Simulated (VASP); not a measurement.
# Ba8Ti8O23 (a cell with a defect) in VASP: notebook

Runs on Ba8Ti8O23 (a cell with a defect). Level: PBE+D3(BJ). Tasks: single point.

Program: VASP 6.6.1. These are calculated values, not measurements. Logs are shortened: lines on timing, memory, paths and dates and some standing lists are left out, and cuts for length are marked.

### 1 The cell of the first run

The cell holds a defect, 39 atoms: a = 7.980 Å, b = 8.026 Å, c = 8.026 Å, α = 89.87°, β = 90.00°, γ = 90.00°.

### 2 Single point, PBE+D3(BJ)

Input file INCAR:

```
SYSTEM = Ba8Ti8O23
PREC = Accurate
ENCUT = 520
EDIFF = 1E-6
ISMEAR = 0
SIGMA = 0.02
LREAL = Auto
LASPH = .TRUE.
NELM = 60
ALGO = Normal
ISIF = 2
LWAVE = .FALSE.
LCHARG = .TRUE.
GGA = PE
IVDW = 12
LELF = .TRUE.
LVHAR = .TRUE.
NBANDS = 182
NELECT = 312.0
LUSENCCL = .FALSE.
```

Input file KPOINTS:

```
regular mesh
0
G
  2 2 2
  0 0 0
```

Input file POSCAR:

```
Ba8Ti8O23
1.0
    7.9800000000      0.0000000000      0.0000000000
    0.0000000000      5.6690000000      5.6820000000
    0.0000000000     -5.6690000000      5.6820000000
Ba Ti O
8 8 23
Direct
    0.0055103329     -0.0037509230      0.0006790904
    0.0065235300     -0.0056655189      0.5009205353
    0.0045855743      0.5077445961      0.0001026194
    0.0041932069      0.5061995295      0.4999321641
    0.4944896671     -0.0037509230      0.0006790904
    0.4934764700     -0.0056655189      0.5009205353
    0.4954144257      0.5077445961      0.0001026194
    0.4958067931      0.5061995295      0.4999321641
    0.2500000000      0.2571158740      0.2624038233
    0.2500000000      0.2579509757      0.7563436238
    0.2500000000      0.7585774676      0.2554002380
    0.2500000000      0.7583500115      0.7567279819
    0.7500000000      0.2554870111      0.2257781066
    0.7500000000      0.2557631356      0.7692226841
    0.7500000000      0.7620576283      0.2620763684
    0.7500000000      0.7619725764      0.7563066032
   -0.0082809994      0.2413450068      0.2580815959
    0.2500000000      0.2439212264      0.4909015074
    0.2500000000      0.4870448905      0.2429035029
   -0.0081984928      0.2421702241      0.7342654836
    0.2500000000      0.2430548478      0.9875843830
    0.2500000000      0.4881039751      0.7450785813
   -0.0013584394      0.7445563051      0.2427308704
    0.2500000000      0.7442033696      0.4896025033
    0.2500000000      0.9903285553      0.2432065594
   -0.0006214313      0.7440743070      0.7445051463
    0.2500000000      0.7443827628      0.9909382084
    0.2500000000      0.9895431801      0.7447848217
    0.5082809994      0.2413450068      0.2580815959
    0.7500000000      0.4812242800      0.2602499863
    0.5081984928      0.2421702241      0.7342654836
    0.7500000000      0.2489732926      0.9972317640
    0.7500000000      0.4816518823      0.7329131294
    0.5013584394      0.7445563051      0.2427308704
    0.7500000000      0.7457459267      0.4907329144
    0.7500000000      0.9980778182      0.2575491806
    0.5006214313      0.7440743070      0.7445051463
    0.7500000000      0.7463821405      0.9878278483
    0.7500000000      0.9977401189      0.7358006695
```

Potentials or basis: VASP PAW PBE potentials, release 64 (Ba_sv, Ti_sv, O).

Run with:

```bash
> cat potpaw_PBE.64/Ba_sv/POTCAR potpaw_PBE.64/Ti_sv/POTCAR potpaw_PBE.64/O/POTCAR > POTCAR
> mpirun -np 1 vasp_std > vasp.out
```

OUTCAR:

```text
SYSTEM = Ba8Ti8O23
   PREC = Accurate
   ENCUT = 520
   EDIFF = 1E-6
   ISMEAR = 0
   LREAL = Auto
   LASPH = .TRUE.
   NELM = 60
   ISIF = 2
   GGA = PE
   IVDW = 12
   NELECT = 312.0
 IVDW          = 12

 ion  position               nearest neighbor table
   1  0.006  0.996  0.001-  25 2.76  21 2.78  23 2.80  27 2.81  28 2.83  17 2.86  38 2.86  32 2.88
                            26 2.89  36 2.90  20 2.91  39 2.95  12 3.36  16 3.40  11 3.41  13 3.43
   2  0.007  0.994  0.501-  20 2.74  28 2.76  17 2.78  39 2.78  18 2.79  24 2.80  26 2.80  36 2.83
                            25 2.84  35 2.86  23 2.89  11 3.36  15 3.37  12 3.40  16 3.44   9 3.45
   3  0.005  0.508  0.000-  23 2.72  27 2.73  19 2.77  26 2.79  38 2.79  22 2.84  21 2.89  32 2.91
                            30 2.92  33 2.96  17 2.97  20 3.02  13 3.39  14 3.42  12 3.42  10 3.42
   4  0.004  0.506  0.500-  24 2.74  26 2.74  33 2.77  22 2.78  35 2.80  30 2.80  23 2.81  20 2.83
                            19 2.85  18 2.88  17 2.88   9 3.39  11 3.43  15 3.46  10 3.47  12 3.49
   5  0.494  0.996  0.001-  25 2.76  21 2.78  34 2.80  27 2.81  28 2.83  29 2.86  38 2.86  32 2.88
                            37 2.89  36 2.90  31 2.91  39 2.95  12 3.36  16 3.40  11 3.41  13 3.43
   6  0.493  0.994  0.501-  31 2.74  28 2.76  29 2.78  39 2.78  18 2.79  24 2.80  37 2.80  36 2.83
                            25 2.84  35 2.86  34 2.89  11 3.36  15 3.37  12 3.40  16 3.44   9 3.45
   7  0.495  0.508  0.000-  34 2.72  27 2.73  19 2.77  37 2.79  38 2.79  22 2.84  21 2.89  32 2.91
                            30 2.92  33 2.96  29 2.97  31 3.02  13 3.39  14 3.42  12 3.42  10 3.42
   8  0.496  0.506  0.500-  24 2.74  37 2.74  33 2.77  22 2.78  35 2.80  30 2.80  34 2.81  31 2.83
                            19 2.85  18 2.88  29 2.88   9 3.39  11 3.43  15 3.46  10 3.47  12 3.49
   9  0.250  0.257  0.262-  18 1.84  19 1.85  17 2.07  29 2.07  25 2.15  21 2.21   4 3.39   8 3.39
                             6 3.45   2 3.45   7 3.51   3 3.51   5 3.55   1 3.55
  10  0.250  0.258  0.756-  22 1.85  21 1.86  20 2.07  31 2.07  18 2.13  28 2.16   3 3.42   7 3.42
                             4 3.47   8 3.47   1 3.47   5 3.47   2 3.53   6 3.53
  11  0.250  0.759  0.255-  25 1.86  24 1.88  23 2.01  34 2.01  27 2.13  19 2.18   2 3.36   6 3.36
                             5 3.41   1 3.41   4 3.43   8 3.43   7 3.48   3 3.48
  12  0.250  0.758  0.757-  28 1.86  27 1.88  26 2.01  37 2.01  24 2.15  22 2.17   1 3.36   5 3.36
                             2 3.40   6 3.40   3 3.42   7 3.42   4 3.49   8 3.49
  13  0.750  0.255  0.226-  30 1.83  32 1.84  17 1.95  29 1.95  36 2.08   7 3.39   3 3.39   1 3.43
                             5 3.43   8 3.61   4 3.61   6 3.67   2 3.67
  14  0.750  0.256  0.769-  32 1.83  33 1.84  20 1.95  31 1.95  39 2.09   7 3.42   3 3.42   1 3.45
                             5 3.45   8 3.58   4 3.58   6 3.64   2 3.64
  15  0.750  0.762  0.262-  35 1.84  36 1.89  23 2.00  34 2.00  38 2.21  30 2.25   2 3.37   6 3.37
                             4 3.46   8 3.46   1 3.47   5 3.47   7 3.57   3 3.57
  16  0.750  0.762  0.756-  38 1.86  39 1.90  26 2.00  37 2.00  35 2.14  33 2.26   1 3.40   5 3.40
                             2 3.44   6 3.44   3 3.48   7 3.48   4 3.55   8 3.55
  17  0.992  0.241  0.258-  13 1.95   9 2.07   2 2.78   1 2.86   4 2.88   3 2.97
  18  0.250  0.244  0.491-   9 1.84  10 2.13   2 2.79   6 2.79   4 2.88   8 2.88
  19  0.250  0.487  0.243-   9 1.85  11 2.18   3 2.77   7 2.77   4 2.85   8 2.85
  20  0.992  0.242  0.734-  14 1.95  10 2.07   2 2.74   4 2.83   1 2.91   3 3.02
  21  0.250  0.243  0.988-  10 1.86   9 2.21   1 2.78   5 2.78   3 2.89   7 2.89
  22  0.250  0.488  0.745-  10 1.85  12 2.17   4 2.78   8 2.78   7 2.84   3 2.84
[... 15 lines left out ...]
  38  0.750  0.746  0.988-  16 1.86  15 2.21   3 2.79   7 2.79   5 2.86   1 2.86
  39  0.750  0.998  0.736-  16 1.90  14 2.09   2 2.78   6 2.78   5 2.95   1 2.95

  LATTYP: Found a base centered orthorhombic cell.
 ALAT       =    11.3380000000
 B/A-ratio  =     1.0022931734
 C/A-ratio  =     0.7038278356

  Lattice vectors:

 A1 = (   0.0000000000,   5.6690000000,  -5.6820000000)
 A2 = (   0.0000000000,   5.6690000000,   5.6820000000)
 A3 = (   7.9800000000,   0.0000000000,   0.0000000000)

Analysis of symmetry for initial positions (statically):
=====================================================================
 Subroutine PRICEL returns:
 Original cell was already a primitive cell.

 Routine SETGRP: Setting up the symmetry group for a
 base centered orthorhombic supercell.

 Subroutine GETGRP returns: Found  2 space group operations
 (whereof  1 operations were pure point group operations)
 out of a pool of  8 trial point group operations.

The static configuration has the point symmetry C_1 .
 The point group associated with its full space group is C_1h.

Analysis of symmetry for dynamics (positions and initial velocities):
[... 33 lines left out ...]
 SYSTEM =  Ba8Ti8O23
   PREC   = accura    normal or accurate (medium, high low for compatibility)
   ISTART =      0    job   : 0-new  1-cont  2-samecut
   ICHARG =      2    charge: 1-file 2-atom 10-const
   ISPIN  =      1    spin polarized calculation?
   LNONCOLLINEAR =      F non collinear calculations
   LSORBIT =      F    spin-orbit coupling
   LASPH  =      T    aspherical Exc in radial PAW
   ENCUT  =  520.0 eV  38.22 Ry    6.18 a.u.  14.84 14.92 14.92*2*pi/ulx,y,z
   NELM   =     60;   NELMIN=  2; NELMDL= -5     # of ELM steps
   EDIFF  = 0.1E-05   stopping-criterion for ELM
   LREAL  =      T    real-space projection
   EDIFFG = 0.1E-04   stopping-criterion for IOM
   NSW    =      0    number of steps for IOM
   IBRION =     -1    ionic relax: 0-MD 1-quasi-New 2-CG
   NFREE  =      0    steps in history (QN), initial steepest desc. (CG)
   ISIF   =      2    stress and relaxation
   ISYM   =      2    0-nonsym 1-usesym 2-fastsym
   POTIM  = 0.5000    time-step for ionic-motion
   TEBEG  =    0.0;   TEEND  =   0.0 temperature during run
   PSTRESS=    0.0 pullay stress
   NELECT =     312.0000    total number of electrons
   NUPDOWN=      -1.0000    fix difference up-down
   EMIN   =  10.00;   EMAX   =-10.00  energy-range for DOS
   EFERMI =   0.00;   METHOD = LEGACY
   ISMEAR =     0;   SIGMA  =   0.02  broadening in eV -4-tet -1-fermi 0-gaus
   EFERMI_NEDOS =   21; number of points for ismear=-14 and -15
   IALGO  =     38    algorithm
   IMIX   =      4    mixing-type and parameters
     AMIX     =   0.40;   BMIX     =  1.00
     AMIX_MAG =   1.60;   BMIX_MAG =  1.00
  volume/ion in A,a.u.               =      13.18        88.96
  Fermi-wavevector in a.u.,A,eV,Ry     =   1.386052  2.619258 26.138696  1.921140
  Thomas-Fermi vector in A             =   2.510404
   LORBIT       =      0    0 simple, 1 ext, 2 COOP (PROOUT), +10 PAW based schemes
   GGA     = PE    functional components
   LHFCALC =     F    Hartree Fock is set to
   AEXX    =    0.0000 exact exchange contribution
   IVDW    =    12    specifies the selected vdW correction
   LEPSILON=     F    determine dielectric tensor
   LRPA    =     F    only Hartree local field effects (RPA)
 non-spin polarized calculation
 Gauss-broadening in eV      SIGMA  =   0.02
  energy-cutoff  :      520.00
  volume of cell :      514.09
 maximum number of plane-waves:     13866
 NGX is ok and might be reduce to    60
   NGX = 29   NGY = 29   NGZ = 29

 number of electron     311.9999909 magnetization

 Free energy of the ion-electron system (eV)
  ---------------------------------------------------
  ext. energy  EPLUGINS =         0.00000000
  ---------------------------------------------------
  free energy    TOTEN  =      -321.58534802 eV

  energy without entropy =     -321.58534802  energy(sigma->0) =     -321.58534802

 E-fermi :   3.9879     XC(G=0): -11.0635

 val. band max:        3.7623895567   @ k =   0.0000   0.0000   0.0000
 cond. band min:       5.8381089588   @ k =   0.0000   0.0000   0.0000
 fundamental gap:      2.0757194021
 Fermi energy:         3.9879428980

 k-point     1 :       0.0000    0.0000    0.0000
  band No.  band energies     occupation
      1     -52.8277      2.00000
      2     -52.8190      2.00000
      3     -52.7398      2.00000
      4     -52.7388      2.00000
      5     -52.7210      2.00000
      6     -52.7133      2.00000
[... 1357 lines left out ...]
    167       7.0495      0.00000
    168       7.0687      0.00000
 [bands above 168 left out]

------------------------ aborting loop because EDIFF is reached ----------------------------------------

 Edisp (eV)  -10.34176

 E8    (eV) :    -4.7270

  FORCE on cell =-STRESS in cart. coord.  units (eV):
  Direction    XX          YY          ZZ          XY          YZ          ZX
  --------------------------------------------------------------------------------------
  -------------------------------------------------------------------------------------
  Total     -13.24989    -4.36484    -3.82640     0.00000    -1.68295     0.00000
  in kB     -41.29356   -13.60310   -11.92507     0.00000    -5.24493     0.00000
  external pressure =      -22.27 kB  Pullay stress =        0.00 kB

 VOLUME and BASIS-vectors are now :
 -----------------------------------------------------------------------------
  energy-cutoff  :      520.00
  volume of cell :      514.09
      direct lattice vectors                 reciprocal lattice vectors
     7.980000000  0.000000000  0.000000000     0.125313283  0.000000000 -0.000000000
     0.000000000  5.669000000  5.682000000    -0.000000000  0.088198977  0.087997184
     0.000000000 -5.669000000  5.682000000     0.000000000 -0.088198977  0.087997184

 POSITION                                       TOTAL-FORCE (eV/Angst)
 -----------------------------------------------------------------------------------
      0.04397      5.64389      5.66455        -0.048674      0.028653     -0.002367
      0.05206      2.79716      8.49604        -0.034589      0.023920     -0.015332
      0.03659      2.87782      2.88559        -0.041472     -0.040413     -0.065102
      0.03346      0.03553      5.71684        -0.017217     -0.019017     -0.055110
      3.94603      5.64389      5.66455         0.048674      0.028653     -0.002367
      3.93794      2.79716      8.49604         0.034589      0.023920     -0.015332
[... 31 lines left out ...]
      5.98500     -1.36876      9.85378         0.000000     -0.035338      0.045184
      5.98500      1.48493      9.84998         0.000000      0.021329      0.046633
 -----------------------------------------------------------------------------------
    total drift:                                0.000000     -0.025249      0.039753

  FREE ENERGIE OF THE ION-ELECTRON SYSTEM (eV)
  ---------------------------------------------------
  free  energy   TOTEN  =      -331.9271043277 eV

  energy  without entropy=     -331.9271043277  energy(sigma->0) =     -331.92710433
```

Run time: 3 min. Hardware: 1 × NVIDIA H100 80GB with 1 thread of AMD EPYC 7R13 (Zen 3), shared host; peak memory 1.8 GiB.

Results:

| Property | Result |
| --- | --- |
| Free energy | -331.9271 eV |
| Largest force | 0.087 eV/Å |
| Dispersion energy per atom | -0.265 eV |

Forces in eV/Å, atoms in the order of the input:
```
Ba  -0.049  0.029 -0.002
Ba  -0.035  0.024 -0.015
Ba  -0.041 -0.040 -0.065
Ba  -0.017 -0.019 -0.055
Ba   0.049  0.029 -0.002
Ba   0.035  0.024 -0.015
Ba   0.041 -0.040 -0.065
Ba   0.017 -0.019 -0.055
Ti   0.000  0.009 -0.084
Ti   0.000 -0.009 -0.073
Ti   0.000 -0.003 -0.083
Ti   0.000 -0.022 -0.058
Ti   0.000 -0.084  0.005
Ti   0.000 -0.012 -0.082
Ti   0.000  0.019 -0.082
Ti   0.000  0.001 -0.076
O    0.007  0.020  0.010
O    0.000 -0.039  0.056
O    0.000  0.035  0.052
O    0.006 -0.002  0.024
O    0.000 -0.032  0.057
O    0.000  0.041  0.046
O    0.002 -0.002  0.020
O    0.000 -0.030  0.049
O    0.000  0.028  0.047
O    0.000  0.000  0.015
O    0.000 -0.019  0.041
O    0.000  0.030  0.054
O   -0.007  0.020  0.010
O    0.000  0.049  0.035
O   -0.006 -0.002  0.024
O    0.000  0.007  0.001
O    0.000  0.030  0.062
O   -0.002 -0.002  0.020
O    0.000 -0.044  0.052
O    0.000  0.040  0.026
O    0.000  0.000  0.015
O    0.000 -0.035  0.045
O    0.000  0.021  0.047
```

Caveat: the cell carries a net charge on a neutralising background, which shifts energy and pressure; the cell is charged against a uniform background, so pressure and absolute levels hang on convention; spin-orbit coupling is left out, which moves the levels of the heavy elements.

### 3 Single point, PBE+D3(BJ)

Input file INCAR:

```
PREC     = Accurate       # precision mode
ENCUT    = 520            # plane-wave cutoff, eV
EDIFF    = 1E-6           # SCF threshold, eV
ISMEAR   = 0              # smearing method
SIGMA    = 0.02           # smearing width, eV
LREAL    = Auto         
LASPH    = True           # aspherical terms in the spheres
NELM     = 60             # most SCF steps
ALGO     = Normal         # electronic algorithm
ISIF     = 2              # what is computed and relaxed
LWAVE    = False          # write WAVECAR
LCHARG   = False          # write CHGCAR
GGA      = PE             # functional
IVDW     = 12             # dispersion correction
NBANDS   = 182            # bands
NELECT   = 312.0        
LUSENCCL = False
```

Input file KPOINTS:

```
regular mesh
0
Gamma
  2 2 2
```

Input file POSCAR:

```
Ba8Ti8O23
1.0
    7.9800000000      0.0000000000      0.0000000000
    0.0000000000      5.6690000000      5.6820000000
    0.0000000000     -5.6690000000      5.6820000000
Ba Ti O
8 8 23
Direct
    0.0043611529     -0.0009492838     -0.0053599383
    0.0041641604      0.0005777228      0.5060206581
    0.0065449875      0.5012439377     -0.0056874435
    0.0049872180      0.4994045605      0.5037564744
    0.4916265664     -0.0009177321     -0.0048325319
    0.4939807018      0.0012526330      0.5057971734
    0.4905012531      0.5026391481     -0.0055361914
    0.4936195489      0.5028588503      0.5049377002
    0.2587107769      0.2592569557      0.2554843326
    0.2418739348      0.2550183252      0.7557685457
    0.2403776942      0.7550786652      0.2567747315
    0.2415196742      0.7563038022      0.7565031319
    0.7562911028      0.2276265929      0.2478111051
    0.7435541353      0.2654607462      0.7636207392
    0.7456429825      0.7703737533      0.2574250851
    0.7425726817      0.7575866615      0.7607542396
   -0.0087329574      0.2502701262      0.2354459949
    0.2496483709      0.2419540524      0.4873500658
    0.2492216792      0.4900146334      0.2430689639
    0.0004745614      0.2440974282      0.7410840220
    0.2491562657      0.2425347641      0.9862225397
    0.2522058897      0.4905349034      0.7447162405
   -0.0038095238      0.7343945218      0.2430602477
    0.2520312030      0.7470486632      0.4887403196
    0.2487769424      0.9857871187      0.2419550496
    0.0064256892      0.7453924052      0.7439852787
    0.2522614035      0.7450646852      0.9901352444
    0.2525917293      0.9918428369      0.7440737418
    0.4984291980      0.2490910851      0.2359302102
    0.7465966165      0.2906015338      0.4627684063
    0.5085533835      0.2445520843      0.7407916327
    0.7474431078      0.2626395121      0.9979152221
    0.7534466165      0.4943192900      0.7479799004
    0.5141363409      0.7322606290      0.2430461291
    0.7541954887      0.7355457879      0.4840585768
    0.7489538847      0.9984637930      0.2552681676
    0.5073923559      0.7457940062      0.7447103936
    0.7537180451      0.7403213812      0.9979232510
    0.7534398496      0.9916447674      0.7430958169
```

Potentials or basis: VASP PAW PBE potentials, release 64 (Ba_sv, Ti_sv, O).

Run with:

```bash
> cat potpaw_PBE.64/Ba_sv/POTCAR potpaw_PBE.64/Ti_sv/POTCAR potpaw_PBE.64/O/POTCAR > POTCAR
> mpirun -np 1 vasp_std > vasp.out
```

Run time: 2.5 min. Hardware: 1 × NVIDIA H100 80GB with 1 thread of AMD EPYC 7R13 (Zen 3), shared host; peak memory 1.8 GiB.

The run converged. Its results:

| Property | Result |
| --- | --- |
| Free energy | -331.8203 eV |
| Largest force | 0.603 eV/Å |
| Dispersion energy per atom | -0.265 eV |

Forces in eV/Å, atoms in the order of the input:
```
Ba  -0.062  0.011  0.020
Ba  -0.060  0.058 -0.036
Ba  -0.041 -0.018 -0.022
Ba  -0.012  0.025 -0.035
Ba   0.074  0.009  0.001
Ba   0.071  0.041 -0.044
Ba   0.057 -0.009 -0.033
Ba   0.032  0.023 -0.048
Ti  -0.056  0.034 -0.050
Ti   0.043 -0.004 -0.068
Ti   0.019  0.005 -0.070
Ti   0.061  0.022 -0.041
Ti  -0.086  0.027  0.022
Ti   0.031  0.030 -0.137
Ti   0.028  0.034 -0.104
Ti   0.063  0.007 -0.062
O    0.006  0.031  0.108
O    0.006  0.008  0.041
O    0.006  0.027  0.052
O   -0.014 -0.012  0.048
O    0.006 -0.035  0.082
O   -0.008  0.059  0.023
O   -0.026  0.028  0.018
O   -0.006 -0.017  0.028
O    0.009  0.065  0.082
O   -0.053  0.018  0.000
O   -0.012 -0.002  0.040
O   -0.014  0.033  0.031
O    0.096  0.038  0.101
O    0.008 -0.599 -0.068
O   -0.061 -0.023  0.048
O    0.004 -0.047 -0.007
O   -0.011  0.045  0.030
O   -0.040  0.024  0.013
O   -0.003 -0.009  0.006
O    0.008  0.057 -0.056
O   -0.050  0.018  0.000
O   -0.004 -0.031  0.040
O   -0.012  0.025  0.047
```

Levels at points of the mesh, in eV from the Fermi level:
```tsv
k point	band 154	band 155	band 156	band 157	band 158	band 159
(0.00, 0.00, 0.00)	-0.18	-0.15	-0.11	2.06	2.26	2.27
(0.50, 0.00, 0.00)	-0.51	-0.49	-0.22	2.29	2.34	2.41
(0.00, 0.50, 0.00)	-0.56	-0.15	-0.13	2.26	2.35	2.46
(0.00, 0.00, 0.50)	-0.53	-0.46	-0.15	2.12	2.30	2.52
(0.50, 0.50, 0.00)	-0.59	-0.55	-0.49	2.46	2.61	2.81
(0.50, 0.00, 0.50)	-0.58	-0.57	-0.48	2.36	2.50	2.75
(0.00, 0.50, 0.50)	-0.62	-0.56	-0.49	2.44	2.54	2.83
(0.50, 0.50, 0.50)	-0.66	-0.61	-0.55	2.48	2.60	2.91
```

Caveat: the cell carries a net charge on a neutralising background, which shifts energy and pressure; the cell is charged against a uniform background, so pressure and absolute levels hang on convention; spin-orbit coupling is left out, which moves the levels of the heavy elements.
